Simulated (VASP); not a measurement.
# Nb2B (P6/mmm) in VASP: further runs, part 3 of 3

VASP 6.6.1. The steps go on from the part before.

### 6 Relaxation of cell and atoms, PBE

This run uses another cell than the first one, of 15.79 Å³/atom, 1.115 times its volume.

INCAR reads:

```
SYSTEM = Nb2B
PREC = Accurate ; ENCUT = 600
EDIFF = 1E-7 ; ISMEAR = 0
SIGMA = 0.1 ; LREAL = .FALSE.
LASPH = .TRUE. ; NELM = 80
ALGO = Fast ; ISIF = 3
LWAVE = .FALSE. ; LCHARG = .FALSE.
GGA = PE ; IBRION = 2
NSW = 100 ; EDIFFG = -0.01
```

KPOINTS reads:

```
Automatic mesh
0
G
  12 12 16
  0 0 0
```

POSCAR reads:

```
Nb2B
1.0
    4.4504601301      0.0000000000      0.0000000000
   -2.2252300651      3.8542115312      0.0000000000
    0.0000000000      0.0000000000      2.7614825328
Nb B
2 1
Direct
    0.3333333333      0.6666666667      0.5000000000
    0.6666666667      0.3333333333      0.5000000000
    0.0000000000      0.0000000000      0.5000000000
```

Potentials or basis: VASP PAW PBE potentials, release 64 (Nb_sv, B).

Started as:

```console
> cat potpaw_PBE.64/Nb_sv/POTCAR potpaw_PBE.64/B/POTCAR > POTCAR
> mpirun -np 1 vasp_std > vasp.out
```

OUTCAR:

```text
SYSTEM = Nb2B
   PREC = Accurate
   ENCUT = 600
   EDIFF = 1E-7
   ISMEAR = 0
   LREAL = .FALSE.
   LASPH = .TRUE.
   NELM = 80
   ISIF = 3
   GGA = PE
   IBRION = 2
   NSW = 100
   EDIFFG = -0.01

 ion  position               nearest neighbor table
   1  0.333  0.667  0.500-   2 2.57   2 2.57   3 2.57   3 2.57   3 2.57   2 2.57
   2  0.667  0.333  0.500-   1 2.57   1 2.57   3 2.57   3 2.57   3 2.57   1 2.57
   3  0.000  0.000  0.500-   1 2.57   2 2.57   2 2.57   1 2.57   2 2.57   1 2.57

  LATTYP: Found a hexagonal cell.
 ALAT       =     4.4504601301
 C/A-ratio  =     0.6204937135

  Lattice vectors:

 A1 = (   4.4504601301,   0.0000000000,   0.0000000000)
 A2 = (  -2.2252300651,   3.8542115312,   0.0000000000)
 A3 = (   0.0000000000,   0.0000000000,   2.7614825328)

Analysis of symmetry for initial positions (statically):
=====================================================================
 Subroutine PRICEL returns:
 Original cell was already a primitive cell.

 Routine SETGRP: Setting up the symmetry group for a
 hexagonal supercell.

[... 177 lines left out ...]
  --------------------------------------------------------------------------------------
  -------------------------------------------------------------------------------------
  Total        0.2033738      0.2033738     -0.4077799     -0.0000000     -0.0000000      0.0000000
  in kB        6.8789611      6.8789611    -13.7928388     -0.0000000     -0.0000000      0.0000000
  external PRESSURE =      -0.0116389 kB  Pullay stress =       0.0000000 kB
[... 172 lines left out ...]
--------------------------------------- Ionic step        6  -------------------------------------------

 number of electron      28.9999999 magnetization

 Free energy of the ion-electron system (eV)
  ---------------------------------------------------
  ext. energy  EPLUGINS =         0.00000000
  ---------------------------------------------------
  free energy    TOTEN  =       -24.56634591 eV

  energy without entropy =      -24.55715551  energy(sigma->0) =      -24.56175071

 E-fermi :   9.4096     XC(G=0): -11.8917

 val. band max:        9.4059103607   @ k =   0.3333   0.3333   0.3125
 cond. band min:       9.4122456504   @ k =   0.2500   0.1667   0.1875
 fundamental gap:      0.0063352897
 Fermi energy:         9.4096458057

 k-point     1 :       0.0000    0.0000    0.0000
  band No.  band energies     occupation
      1     -45.4441      2.00000
      2     -44.9543      2.00000
      3     -22.1149      2.00000
      4     -22.1149      2.00000
      5     -20.7055      2.00000
      6     -20.7041      2.00000
[... 481 lines left out ...]
      5     -20.9255      2.00000
      6     -20.6875      2.00000
[... 10 lines left out ...]
     17      11.2149      0.00000
     18      13.0366      0.00000

 [... further k-points ...]

------------------------ aborting loop because EDIFF is reached ----------------------------------------

  FORCE on cell =-STRESS in cart. coord.  units (eV):
  Direction    XX          YY          ZZ          XY          YZ          ZX
  --------------------------------------------------------------------------------------
  -------------------------------------------------------------------------------------
  Total       -0.0047581     -0.0047581      0.0082376      0.0000000      0.0000000     -0.0000000
  in kB       -0.1610828     -0.1610828      0.2788797      0.0000000      0.0000000     -0.0000000
  external PRESSURE =      -0.0144287 kB  Pullay stress =       0.0000000 kB
[... 18 lines left out ...]
  FREE ENERGIE OF THE ION-ELECTRON SYSTEM (eV)
  ---------------------------------------------------
  free  energy   TOTEN  =       -24.5663459149 eV

  energy  without entropy=      -24.5571555070  energy(sigma->0) =      -24.56175071

 reached required accuracy - stopping structural energy minimisation
```

Wall time 8.8 min (1 thread of Intel Xeon 6975P-C (Granite Rapids), shared host); peak memory 0.32 GiB.

Results:

| Item | Value |
| --- | --- |
| Free energy | -24.5663 eV |
| Relaxed volume | 15.78 Å³/atom |
| Relaxed cell | a = 4.459 Å, b = 4.459 Å, c = 2.749 Å, α = 90.00°, β = 90.00°, γ = 120.00° |
| Space group after relaxing (to 0.05 Å) | P6/mmm (No. 191) |
| Energy gained by relaxing | 0.4 meV/atom |
| Ionic steps | 6 |
| Pressure after relaxing | 0.0 GPa |

Step by step:
| step | energy change (eV) | largest force (eV/Å) | pressure (GPa) | volume (Å³) |
| --- | --- | --- | --- | --- |
| 1 | 0.0000 | 0.0000 | 0.00 | 47.37 |
| 2 | -0.0009 | 0.0000 | -0.19 | 47.37 |
| 3 | -0.0013 | 0.0000 | -0.13 | 47.37 |
| 4 | -0.0013 | 0.0000 | -0.13 | 47.37 |
| 5 | -0.0013 | 0.0000 | 0.13 | 47.28 |
| 6 | -0.0013 | 0.0000 | 0.00 | 47.33 |

Final structure:
```xyz
3
Lattice="4.4589 0.0000 0.0000 -2.2295 3.8615 0.0000 0.0000 0.0000 2.7486" Properties=species:S:1:pos:R:3 pbc="T T T"
Nb    0.0000    2.5743    1.3743
Nb    2.2295    1.2872    1.3743
B     0.0000    0.0000    1.3743
```

Levels at points of the mesh, in eV from the Fermi level:
```tsv
k point	band 11	band 12	band 13	band 14	band 15	band 16	band 17	band 18
(0.00, 0.00, 0.00)	-3.42	-3.29	-0.91	0.10	0.10	2.06	2.06	2.50
(0.50, 0.00, 0.00)	-3.11	-2.39	-2.29	-1.56	0.50	1.72	1.90	2.83
(0.00, 0.00, 0.50)	-2.74	-2.61	-1.91	-1.91	0.48	0.48	1.07	1.07
(0.50, 0.00, 0.50)	-3.43	-2.15	-1.99	-0.92	-0.56	1.35	2.01	2.75
```

### 7 Overview

| task | cell | k mesh | cutoff (eV) | gap on the mesh (eV) | pressure (GPa) | relaxed volume (Å³/atom) |
| --- | --- | --- | --- | --- | --- | --- |
| single point | a = 3.940, b = 3.940, c = 3.159 Å, angles 90.0, 90.0, 120.0°, 3 atoms | 6 × 6 × 6 | 520 | none | 42.8 | - |
| single point | a = 4.450, b = 4.450, c = 2.761 Å, angles 90.0, 90.0, 120.0°, 3 atoms | 6 × 6 × 6 | 520 | none | -0.2 | - |
| relaxation of cell and atoms | relaxed from a = 3.940, b = 3.940, c = 3.159 Å, angles 90.0, 90.0, 120.0°, 3 atoms | 6 × 6 × 6 | 600 | none | -0.1 | 15.78 |
| single point | a = 4.460, b = 4.460, c = 2.750 Å, angles 90.0, 90.0, 120.0°, 3 atoms | 12 × 12 × 16 | 520 | none | -0.2 | - |
| relaxation of cell and atoms | relaxed from a = 4.450, b = 4.450, c = 2.761 Å, angles 90.0, 90.0, 120.0°, 3 atoms | 12 × 12 × 16 | 600 | none | 0.0 | 15.78 |

Alike in all rows: level PBE; potentials or basis VASP PAW PBE potentials, release 64 (Nb_sv, B); no spin polarisation; smearing gaussian 0.1 eV.

Caveats: some runs use coarse meshes.

Absolute energies hang on the potentials; compare differences alone.
